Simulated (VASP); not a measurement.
# Be18Au in VASP: single point with PBE

Aim: the single point of Be18Au with PBE.

Everything below comes from runs of VASP 6.6.1. Logs are shortened: lines on timing, memory, paths and dates and some standing lists are left out, and cuts for length are marked.

## Step 1: The cell of the first run

The cell holds a slab with vacuum, 19 atoms: a = 4.580 Å, b = 6.870 Å, c = 14.588 Å, α = 90.00°, β = 90.00°, γ = 60.00°.

## Step 2: Single point, PBE

INCAR

```
PREC = Accurate
ENCUT = 520
EDIFF = 1E-7
ISMEAR = -1
SIGMA = 0.15
LREAL = Auto
LASPH = True
NELM = 80
ALGO = Normal
ISIF = 2
LWAVE = False
LCHARG = False
GGA = PE
NBANDS = 38
```

KPOINTS

```
Automatic mesh
0
Gamma
  5 4 1
```

POSCAR

```
Be18Au
1.0
    4.5800000000      0.0000000000      0.0000000000
    3.4350000000      5.9495950000      0.0000000000
    0.0000000000      0.0000000000     14.5884300000
Be Au
18 1
Direct
    0.0000000000      0.0000000000      0.0685475000
    0.5000000000      0.0000000000      0.0685475000
    0.0000000000      0.3333333000      0.0685475000
    0.5000000000      0.3333333000      0.0685475000
    0.0000000000      0.6666667000      0.0685475000
    0.5000000000      0.6666667000      0.0685475000
   -0.1686406429      0.2212808851      0.1933250067
    0.3332596789      0.2248721095      0.1940988647
   -0.1703816479      0.5586140841      0.1934708845
    0.3345305490      0.5558227054      0.1933275112
   -0.1654553601      0.8882644885      0.1931994890
    0.3348112438      0.8857810020      0.1948502920
    0.0055103699      0.0102911571      0.3159960754
    0.4811917631      0.0084066669      0.3163866527
   -0.0060973943      0.3360318336      0.3177889185
    0.5039821858      0.3332690592      0.3189152632
    0.0143767310      0.6469117433      0.3171372153
    0.5028023290      0.6633149328      0.3197089773
   -0.1617213082     -0.1136783358      0.4370710697
```

Potentials or basis: VASP PAW PBE potentials, release 64 (Be, Au).

Started as:

```sh
cat potpaw_PBE.64/Be/POTCAR potpaw_PBE.64/Au/POTCAR > POTCAR
mpirun -np 1 vasp_std > vasp.out
```

OUTCAR:

```text
PREC = Accurate
   ENCUT = 520
   EDIFF = 1E-7
   ISMEAR = -1
   LREAL = Auto
   LASPH = True
   NELM = 80
   ISIF = 2
   GGA = PE

 ion  position               nearest neighbor table
   1  0.000  0.000  0.069-   7 2.25  11 2.25  12 2.27   5 2.29   3 2.29   2 2.29   2 2.29   6 2.29
                             4 2.29
   2  0.500  0.000  0.069-  11 2.25   8 2.27  12 2.28   6 2.29   4 2.29   1 2.29   1 2.29   5 2.29
                             3 2.29
   3  0.000  0.333  0.069-   7 2.26   8 2.26   9 2.26   1 2.29   4 2.29   4 2.29   2 2.29   6 2.29
                             5 2.29
   4  0.500  0.333  0.069-   7 2.25   8 2.25  10 2.25   2 2.29   3 2.29   3 2.29   1 2.29   5 2.29
                             6 2.29
   5  0.000  0.667  0.069-  11 2.25   9 2.25  10 2.25   1 2.29   6 2.29   6 2.29   2 2.29   4 2.29
                             3 2.29
   6  0.500  0.667  0.069-   9 2.24  10 2.25  12 2.26   2 2.29   5 2.29   5 2.29   1 2.29   3 2.29
                             4 2.29
   7  0.831  0.221  0.193-  13 2.19   4 2.25  16 2.25   1 2.25  15 2.25   3 2.26   8 2.27  11 2.28
                            10 2.29  12 2.31   8 2.31   9 2.31
   8  0.333  0.225  0.194-  14 2.20   4 2.25  16 2.25  15 2.25   3 2.26   2 2.27   7 2.27  10 2.28
                             9 2.30  11 2.30   7 2.31  12 2.33
   9  0.830  0.559  0.193-  17 2.20   6 2.24  15 2.25   5 2.25  18 2.25  12 2.26   3 2.26  11 2.28
[... 11 lines left out ...]
  15  0.994  0.336  0.318-  17 2.18  13 2.21  14 2.24   9 2.25  18 2.25   7 2.25   8 2.25  16 2.25
                            16 2.33
  16  0.504  0.333  0.319-  17 2.20   7 2.25   8 2.25  15 2.25  13 2.26  10 2.26  18 2.26  14 2.29
                            15 2.33
  17  0.014  0.647  0.317-  15 2.18  16 2.20   9 2.20  10 2.21  19 2.26  18 2.29  18 2.30  11 2.31

  18  0.503  0.663  0.320-  15 2.25  12 2.25   9 2.25  10 2.26  16 2.26  17 2.29  17 2.30  14 2.32
                            13 2.33
  19  0.838  0.886  0.437-  13 2.25  17 2.26  14 2.26

  LATTYP: Found a simple monoclinic cell.
 ALAT       =     4.5800000000
 B/A-ratio  =     3.1852467249
 C/A-ratio  =     1.3228757576
 COS(beta)  =    -0.1889822219

  Lattice vectors:

 A1 = (   4.5800000000,   0.0000000000,   0.0000000000)
 A2 = (   0.0000000000,   0.0000000000, -14.5884300000)
 A3 = (  -1.1450000000,   5.9495950000,   0.0000000000)

Analysis of symmetry for initial positions (statically):
=====================================================================
 Subroutine PRICEL returns:
 Original cell was already a primitive cell.

 Routine SETGRP: Setting up the symmetry group for a
 simple monoclinic supercell.

[... 139 lines left out ...]
   LREAL  =      T    real-space projection
   EDIFFG = 0.1E-05   stopping-criterion for IOM
   NSW    =      0    number of steps for IOM
   IBRION =     -1    ionic relax: 0-MD 1-quasi-New 2-CG
   NFREE  =      0    steps in history (QN), initial steepest desc. (CG)
   ISIF   =      2    stress and relaxation
   ISYM   =      2    0-nonsym 1-usesym 2-fastsym
   POTIM  = 0.5000    time-step for ionic-motion
   TEBEG  =    0.0;   TEEND  =   0.0 temperature during run
   PSTRESS=    0.0 pullay stress
   NELECT =      47.0000    total number of electrons
   NUPDOWN=      -1.0000    fix difference up-down
   EMIN   =  10.00;   EMAX   =-10.00  energy-range for DOS
   EFERMI =   0.00;   METHOD = LEGACY
   ISMEAR =    -1;   SIGMA  =   0.15  broadening in eV -4-tet -1-fermi 0-gaus
   EFERMI_NEDOS =   21; number of points for ismear=-14 and -15
   IALGO  =     38    algorithm
   IMIX   =      4    mixing-type and parameters
     AMIX     =   0.40;   BMIX     =  1.00
     AMIX_MAG =   1.60;   BMIX_MAG =  1.00
  volume/ion in A,a.u.               =      20.92       141.19
  Fermi-wavevector in a.u.,A,eV,Ry     =   0.803502  1.518399  8.784132  0.645615
  Thomas-Fermi vector in A             =   1.911382
   LORBIT       =      0    0 simple, 1 ext, 2 COOP (PROOUT), +10 PAW based schemes
   GGA     = PE    functional components
[... 5 lines left out ...]
 non-spin polarized calculation
  energy-cutoff  :      520.00
  volume of cell :      397.52
 maximum number of plane-waves:     10726
 NGX is ok and might be reduce to    36
   NGX = 17   NGY = 25   NGZ = 55

 number of electron      47.0000001 magnetization

 Free energy of the ion-electron system (eV)
  ---------------------------------------------------
  ext. energy  EPLUGINS =         0.00000000
  ---------------------------------------------------
  free energy    TOTEN  =       -65.32884683 eV

  energy without entropy =      -64.96682610  energy(sigma->0) =      -65.14783647

 E-fermi :  -0.0052     XC(G=0):  -5.8258

 val. band max:       -0.0258890960   @ k =   0.0000   0.5000   0.0000
 cond. band min:       0.0280743105   @ k =   0.2000   0.0000   0.0000
 fundamental gap:      0.0539634064
 Fermi energy:        -0.0051910431

 k-point     1 :       0.0000    0.0000    0.0000
  band No.  band energies     occupation
      1      -9.7079      2.00000
      2      -7.6938      2.00000
      3      -6.6288      2.00000
      4      -6.5758      2.00000
      5      -5.3298      2.00000
      6      -5.0005      2.00000
[... 407 lines left out ...]
     34       4.4936      0.00000
     35       4.9542      0.00000
 [bands above 35 left out]

------------------------ aborting loop because EDIFF is reached ----------------------------------------

  FORCE on cell =-STRESS in cart. coord.  units (eV):
  Direction    XX          YY          ZZ          XY          YZ          ZX
  --------------------------------------------------------------------------------------
  -------------------------------------------------------------------------------------
  Total      -10.4747488     -8.9567008      0.1359395      0.0182718     -0.0383344     -0.0585891
  in kB      -42.2175243    -36.0991697      0.5478917      0.0736428     -0.1545034     -0.2361382
  external PRESSURE =     -25.9229341 kB  Pullay stress =       0.0000000 kB

 VOLUME and BASIS-vectors are now :
 -----------------------------------------------------------------------------
  energy-cutoff  :      520.00
  volume of cell :      397.52
      direct lattice vectors                 reciprocal lattice vectors
     4.580000000  0.000000000  0.000000000     0.218340611 -0.126059001  0.000000000
     3.435000000  5.949595000  0.000000000     0.000000000  0.168078668  0.000000000
     0.000000000  0.000000000 14.588430000     0.000000000  0.000000000  0.068547472

 POSITION                                       TOTAL-FORCE (eV/Angst)
 -----------------------------------------------------------------------------------
      0.00000      0.00000      1.00000        -0.010315      0.007856      0.002652
      2.29000      0.00000      1.00000         0.021903      0.020822      0.021249
      1.14500      1.98320      1.00000         0.012657      0.021642     -0.064219
      3.43500      1.98320      1.00000        -0.013290     -0.035153     -0.011051
      2.29000      3.96640      1.00000        -0.002348     -0.020501     -0.011364
      4.58000      3.96640      1.00000         0.008175      0.013615      0.013927
[... 11 lines left out ...]
      4.58132      3.94646      4.66405        -0.007314      0.000957      0.018398
      6.88383      5.27325      6.37618        -0.008648     -0.006905      0.003677
 -----------------------------------------------------------------------------------
    total drift:                               -0.001388      0.000660     -0.001022

  FREE ENERGIE OF THE ION-ELECTRON SYSTEM (eV)
  ---------------------------------------------------
  free  energy   TOTEN  =       -65.3288468274 eV

  energy  without entropy=      -64.9668261047  energy(sigma->0) =      -65.14783647
```

Run time: 7.7 min. Hardware: 1 thread of Intel Xeon Platinum 8259CL at 2.50GHz (Skylake/Cascade Lake), shared host; peak memory 0.51 GiB.

What came out:

* Free energy: -65.3288 eV
* Largest force: 0.069 eV/Å
* Band gap on the k mesh: zero (an odd number of electrons rules out a gap without spin polarisation)

Forces on the atoms (eV/Å):
```
Be  -0.010  0.008  0.003
Be   0.022  0.021  0.021
Be   0.013  0.022 -0.064
Be  -0.013 -0.035 -0.011
Be  -0.002 -0.021 -0.011
Be   0.008  0.014  0.014
Be   0.001 -0.007  0.002
Be  -0.003  0.004  0.000
Be  -0.002  0.006  0.004
Be   0.000 -0.011 -0.001
Be   0.004  0.005  0.002
Be  -0.008  0.001  0.000
Be  -0.002  0.001  0.019
Be   0.001  0.002 -0.001
Be   0.004  0.005 -0.001
Be   0.005 -0.010  0.005
Be  -0.001  0.002 -0.003
Be  -0.007  0.001  0.018
Au  -0.009 -0.007  0.004
```

Levels at points of the mesh, in eV from the Fermi level:
```csv
k point,band 20,band 21,band 22,band 23,band 24,band 25,band 26,band 27,band 28,band 29
"(0.00, 0.00, 0.00)",-1.67,-1.08,-0.98,-0.20,-0.07,0.68,1.59,2.05,2.72,3.23
"(0.00, 0.50, 0.00)",-1.80,-1.79,-1.39,-1.06,-0.19,-0.02,1.23,2.62,2.70,3.22
```

Caveat: there is no dipole correction, which matters where the two faces differ; spin-orbit coupling is left out, which moves the levels of the heavy elements.

The gap in the log of VASP goes by the Fermi energy; the results here count the filled bands.